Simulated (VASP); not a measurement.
# WC (P-6m2) in VASP: elastic constants with PBE

Aim: the elastic constants of WC with PBE.

All numbers are computed with VASP 6.6.1; they aren't measurements. Logs are shortened: lines on timing, memory, paths and dates and some standing lists are left out, and cuts for length are marked.

## (1) The cell of the first run

It takes space group P-6m2 (No. 187, hexagonal). The conventional cell has a = 2.923 Å, b = 2.923 Å, c = 2.846 Å, α = 90.00°, β = 90.00°, γ = 120.00°. Within 3.0 Å of W (site symmetry -6m2) lie 6 C at 2.21 Å and 8 W at 2.85 to 2.92 Å. C (site symmetry -6m2) has 6 W at 2.21 Å and 8 C at 2.85 to 2.92 Å within 3.0 Å.

## (2) Elastic constants, PBE

Contents of INCAR:

```
  PREC = Accurate
  ENCUT = 600
  EDIFF = 1E-8
  ISMEAR = -1
  SIGMA = 0.15
  LREAL = False
  LASPH = True
  NELM = 120
  ALGO = Normal
  ISIF = 3
  LWAVE = False
  LCHARG = True
  GGA = PE
  IBRION = 6
  NFREE = 2
  POTIM = 0.015
  NSW = 1
  GGA_COMPAT = False
```

Contents of KPOINTS:

```
regular mesh
0
Gamma
  18 18 14
```

Contents of POSCAR:

```
WC
1.0
    2.9229083687      0.0000000000      0.0000000000
   -1.4614541844      2.5313129002      0.0000000000
    0.0000000000      0.0000000000      2.8460220617
W C
1 1
Direct
    0.0000000000      0.0000000000      0.0000000000
    0.6666666667      0.3333333333      0.5000000000
```

Potentials or basis: VASP PAW PBE potentials, release 64 (W_sv, C).

Launch:

```
$ cat potpaw_PBE.64/W_sv/POTCAR potpaw_PBE.64/C/POTCAR > POTCAR
$ mpirun -np 1 vasp_std > vasp.out
```

OUTCAR:

```text
PREC = Accurate
   ENCUT = 600
   EDIFF = 1E-8
   ISMEAR = -1
   LREAL = False
   LASPH = True
   NELM = 120
   ISIF = 3
   GGA = PE
   IBRION = 6
   NFREE = 2
   POTIM = 0.015
   NSW = 1

 ion  position               nearest neighbor table
   1  0.000  0.000  0.000-   2 2.21   2 2.21   2 2.21   2 2.21   2 2.21   2 2.21
   2  0.667  0.333  0.500-   1 2.21   1 2.21   1 2.21   1 2.21   1 2.21   1 2.21

  LATTYP: Found a hexagonal cell.
 ALAT       =     2.9229083687
 C/A-ratio  =     0.9736952729

  Lattice vectors:

 A1 = (   2.9229083687,   0.0000000000,   0.0000000000)
 A2 = (  -1.4614541844,   2.5313129002,   0.0000000000)
 A3 = (   0.0000000000,   0.0000000000,   2.8460220617)

Analysis of symmetry for initial positions (statically):
=====================================================================
 Subroutine PRICEL returns:
 Original cell was already a primitive cell.

 Routine SETGRP: Setting up the symmetry group for a
 hexagonal supercell.

 Subroutine GETGRP returns: Found 12 space group operations
 (whereof 12 operations were pure point group operations)
 out of a pool of 24 trial point group operations.

The static configuration has the point symmetry D_3h.

Analysis of symmetry for dynamics (positions and initial velocities):
=====================================================================
 Subroutine PRICEL returns:
 Original cell was already a primitive cell.

 Routine SETGRP: Setting up the symmetry group for a
 hexagonal supercell.

 Subroutine GETGRP returns: Found 12 space group operations
 (whereof 12 operations were pure point group operations)
 out of a pool of 24 trial point group operations.

The dynamic configuration has the point symmetry D_3h.

 Subroutine INISYM returns: Found 12 space group operations
 (whereof 12 operations are pure point group operations),
 and found     1 'primitive' translations

----------------------------------------------------------------------------------------

                                     Primitive cell

  volume of cell :      21.0571

  direct lattice vectors                    reciprocal lattice vectors
     2.922908369  0.000000000  0.000000000     0.342124991  0.197525956  0.000000000
    -1.461454184  2.531312900  0.000000000     0.000000000  0.395051912  0.000000000
     0.000000000  0.000000000  2.846022062     0.000000000  0.000000000  0.351367621

  length of vectors
     2.922908369  2.922908369  2.846022062     0.395051912  0.395051912  0.351367621

  position of ions in fractional coordinates (direct lattice)
     0.000000000  0.000000000  0.000000000
     0.666666667  0.333333333  0.500000000

  ion indices of the primitive-cell ions
   primitive index   ion index
                 1           1
                 2           2

----------------------------------------------------------------------------------------

 KPOINTS: regular mesh

Automatic generation of k-mesh.
 Grid dimensions read from file:
 generate k-points for:   18   18   14

 Generating k-lattice:

  Cartesian coordinates                     Fractional coordinates (reciprocal lattice)
     0.019006944  0.010973664  0.000000000     0.055555556 -0.000000000  0.000000000
     0.000000000  0.021947328  0.000000000     0.000000000  0.055555556  0.000000000
     0.000000000  0.000000000  0.025097687     0.000000000  0.000000000  0.071428571

  Length of vectors
     0.021947328  0.021947328  0.025097687

  Shift w.r.t. Gamma in fractional coordinates (k-lattice)
     0.000000000  0.000000000  0.000000000

 Subroutine IBZKPT returns following result:
 ===========================================

 Found    296 irreducible k-points:

 Following reciprocal coordinates:
            Coordinates               Weight
[... 53 lines left out ...]
   PSTRESS=    0.0 pullay stress
   NELECT =      18.0000    total number of electrons
   NUPDOWN=      -1.0000    fix difference up-down
   EMIN   =  10.00;   EMAX   =-10.00  energy-range for DOS
   EFERMI =   0.00;   METHOD = LEGACY
   ISMEAR =    -1;   SIGMA  =   0.15  broadening in eV -4-tet -1-fermi 0-gaus
   EFERMI_NEDOS =   21; number of points for ismear=-14 and -15
   IALGO  =     38    algorithm
   IMIX   =      4    mixing-type and parameters
     AMIX     =   0.40;   BMIX     =  1.00
     AMIX_MAG =   1.60;   BMIX_MAG =  1.00
  volume/ion in A,a.u.               =      10.53        71.05
  Fermi-wavevector in a.u.,A,eV,Ry     =   1.553695  2.936059 32.844051  2.413970
  Thomas-Fermi vector in A             =   2.657889
   LORBIT       =      0    0 simple, 1 ext, 2 COOP (PROOUT), +10 PAW based schemes
   GGA     = PE    functional components
   LHFCALC =     F    Hartree Fock is set to
   AEXX    =    0.0000 exact exchange contribution
   IVDW    =     0    specifies the selected vdW correction
   LEPSILON=     F    determine dielectric tensor
   LRPA    =     F    only Hartree local field effects (RPA)
 finite differences with symmetry
 non-spin polarized calculation
  energy-cutoff  :      600.00
  volume of cell :       21.06
 maximum number of plane-waves:       720
 NGX is ok and might be reduce to    24
   NGX = 11   NGY = 11   NGZ = 11

--------------------------------------- Ionic step        1  -------------------------------------------

 number of electron      18.0000000 magnetization

 Free energy of the ion-electron system (eV)
  ---------------------------------------------------
  ext. energy  EPLUGINS =         0.00000000
  ---------------------------------------------------
  free energy    TOTEN  =       -22.46136466 eV

  energy without entropy =      -22.43772035  energy(sigma->0) =      -22.44954251

------------------------ aborting loop because EDIFF is reached ----------------------------------------

  FORCE on cell =-STRESS in cart. coord.  units (eV):
  Direction    XX          YY          ZZ          XY          YZ          ZX
  --------------------------------------------------------------------------------------
  -------------------------------------------------------------------------------------
  Total        0.1107443      0.1107443      0.1450509     -0.0000000      0.0000000      0.0000000
  in kB        8.4262207      8.4262207     11.0365057     -0.0000000      0.0000000      0.0000000
  external PRESSURE =       9.2963157 kB  Pullay stress =       0.0000000 kB
[... 89 lines left out ...]
  FREE ENERGIE OF THE ION-ELECTRON SYSTEM (eV)
  ---------------------------------------------------
  free  energy   TOTEN  =       -22.4487102229 eV

  energy  without entropy=      -22.4259998858  energy(sigma->0) =      -22.43735505

[... ionic steps 4 to 18 ...]

--------------------------------------- Ionic step       19  -------------------------------------------

 number of electron      18.0000000 magnetization

------------------------ aborting loop because EDIFF is reached ----------------------------------------
[... 67 lines left out ...]
--------------------------------------- Ionic step       21  -------------------------------------------

 number of electron      18.0000001 magnetization

 Free energy of the ion-electron system (eV)
  ---------------------------------------------------
  ext. energy  EPLUGINS =         0.00000000
  ---------------------------------------------------
  free energy    TOTEN  =       -22.45986305 eV

  energy without entropy =      -22.43620588  energy(sigma->0) =      -22.44803447

 E-fermi :  10.9111     XC(G=0): -13.7177

 val. band max:       10.8876496271   @ k =   0.3333   0.2222   0.0000
 cond. band min:      10.9415744296   @ k =   0.4444   0.0556   0.5000
 fundamental gap:      0.0539248025
 Fermi energy:        10.9110929289

 k-point     1 :       0.0000    0.0000    0.0000
  band No.  band energies     occupation
      1     -63.1576      2.00000
      2     -27.1352      2.00000
      3     -27.0445      2.00000
      4     -27.0445      2.00000
      5      -3.4688      2.00000
      6       6.6427      2.00000
      7       7.5829      2.00000
      8       7.5829      2.00000
      9      10.9817      0.76884
     10      14.0442      0.00000
     11      14.0442      0.00000
     12      16.4265      0.00000
     13      16.4265      0.00000
[... 354 lines left out ...]
  band No.  band energies     occupation
      1     -63.1037      2.00000
      2     -27.7630      2.00000
      3     -27.2761      2.00000
      4     -27.0311      2.00000
      5      -0.1537      2.00000
      6       4.0686      2.00000
      7       7.3171      2.00000
      8       7.4534      2.00000
      9      10.3665      1.94837
     10      12.6851      0.00001
     11      14.3620      0.00000
     12      15.5689      0.00000
     13      18.2913      0.00000

 [... further k-points ...]
[... 5 lines left out ...]
  --------------------------------------------------------------------------------------
  -------------------------------------------------------------------------------------
  Total        0.1160124      0.1160124      0.1539318     -0.0000000      0.0000000      0.0000000
  in kB        8.8270538      8.8270538     11.7122282     -0.0000000      0.0000000      0.0000000
  external PRESSURE =       9.7887786 kB  Pullay stress =       0.0000000 kB
[... 17 lines left out ...]
  FREE ENERGIE OF THE ION-ELECTRON SYSTEM (eV)
  ---------------------------------------------------
  free  energy   TOTEN  =       -22.4598630543 eV

  energy  without entropy=      -22.4362058781  energy(sigma->0) =      -22.44803447

 INTERNAL STRAIN TENSORS FROM STRAINED CELLS
 ============================================

 INTERNAL STRAIN TENSOR FOR ION    1 for displacements in x,y,z  (eV/Angst):
          X           Y           Z          XY          YZ          ZX
  --------------------------------------------------------------------------------
  x    -0.00000     0.00000    -0.00000     4.83845     0.00000    -0.00000
  y     4.84733    -4.85308     0.00000    -0.00018    -0.00027     0.00008
  z     0.00000     0.00000     0.00000     0.00000     0.00540     0.00000

 INTERNAL STRAIN TENSORS FROM DISPLACED ATOMS
 ============================================

 INTERNAL STRAIN TENSOR FOR ION    1 for displacements in x,y,z  (eV/Angst):
          X           Y           Z          XY          YZ          ZX
  --------------------------------------------------------------------------------
  x    -0.00000     0.00000    -0.00000     4.85125     0.00000     0.00000
  y     4.85125    -4.85125     0.00000     0.00000     0.00000     0.00000
  z     0.00000     0.00000     0.00000     0.00000     0.00000     0.00000

 INTERNAL STRAIN TENSOR FOR ION    2 for displacements in x,y,z  (eV/Angst):
          X           Y           Z          XY          YZ          ZX
  --------------------------------------------------------------------------------
  x     0.00000    -0.00000    -0.00000    -4.84582     0.00000     0.00000
  y    -4.84582     4.84582    -0.00000    -0.00000     0.00000     0.00000
  z     0.00000     0.00000     0.00000     0.00000     0.00000     0.00000

 Eigenvectors and eigenvalues of the dynamical matrix
 ----------------------------------------------------

   1 f  =   18.132292 THz   113.928548 2PiTHz  604.828141 cm-1    74.989098 meV
             X         Y         Z           dx          dy          dz
      0.000000  0.000000  0.000000     0.213981   -0.124695    0.000000
      1.461454  0.843771  1.423011    -0.837086    0.487802    0.000000
[... 21 lines left out ...]
   6 f/i=    0.000478 THz     0.003005 2PiTHz    0.015952 cm-1     0.001978 meV
             X         Y         Z           dx          dy          dz
      0.000000  0.000000  0.000000     0.529906   -0.811088    0.000000
      1.461454  0.843771  1.423011     0.135458   -0.207335    0.000000

--------------------------------------------------------------------------------------------------------

 ELASTIC MODULI CONTR FROM IONIC RELAXATION (kBar)
 Direction    XX          YY          ZZ          XY          YZ          ZX
 --------------------------------------------------------------------------------
 XX        -117.9211    117.9211     -0.0000      0.0000      0.0000      0.0000
 YY         117.9211   -117.9211      0.0000      0.0000      0.0000     -0.0000
 ZZ          -0.0000      0.0000     -0.0000     -0.0000      0.0000     -0.0000
 XY           0.0000      0.0000     -0.0000   -117.9211      0.0000     -0.0000
 YZ           0.0000      0.0000      0.0000      0.0000      0.0000      0.0000
 ZX           0.0000     -0.0000     -0.0000     -0.0000      0.0000     -0.0000
 --------------------------------------------------------------------------------

 TOTAL ELASTIC MODULI (kBar)
 Direction    XX          YY          ZZ          XY          YZ          ZX
 --------------------------------------------------------------------------------
 XX        7038.3505   2276.0788   1735.4018     -0.0000      0.0000      0.0000
 YY        2276.0788   7038.3505   1735.4018     -0.0000      0.0000      0.0000
 ZZ        1735.4018   1735.4018   9482.1336     -0.0000     -0.0000     -0.0000
 XY          -0.0000     -0.0000     -0.0000   2381.1358      0.0000     -0.0000
 YZ           0.0000      0.0000     -0.0000      0.0000   2986.9998     -0.0000
 ZX           0.0000     -0.0000     -0.0000      0.0000     -0.0000   2986.9993
 --------------------------------------------------------------------------------
```

Run time: 30 min. Hardware: 1 thread of Intel Xeon Platinum 8259CL at 2.50GHz (Skylake/Cascade Lake), shared host; peak memory 0.88 GiB.

What came out:

```
Voigt bulk modulus            : 389 GPa
Highest phonon frequency at Γ : 605 cm⁻¹
```

Phonon frequencies in cm⁻¹ (negative: imaginary):
| q point | frequencies |
| --- | --- |
| (0.000, 0.000, 0.000) | 0 0 0 568 605 605 |

Elastic tensor in Voigt notation (GPa, in the Cartesian axes of the cell as first typed):
```
704 228 174   0   0   0
228 704 174   0   0   0
174 174 948   0   0   0
  0   0   0 299   0   0
  0   0   0   0 299   0
  0   0   0   0   0 238
```

Clamped-ion elastic tensor (GPa):
```
716 216 174   0   0   0
216 716 174   0   0   0
174 174 948   0   0   0
  0   0   0 299   0   0
  0   0   0   0 299   0
  0   0   0   0   0 250
```

Caveat: spin-orbit coupling is left out, which moves the levels of the heavy elements.
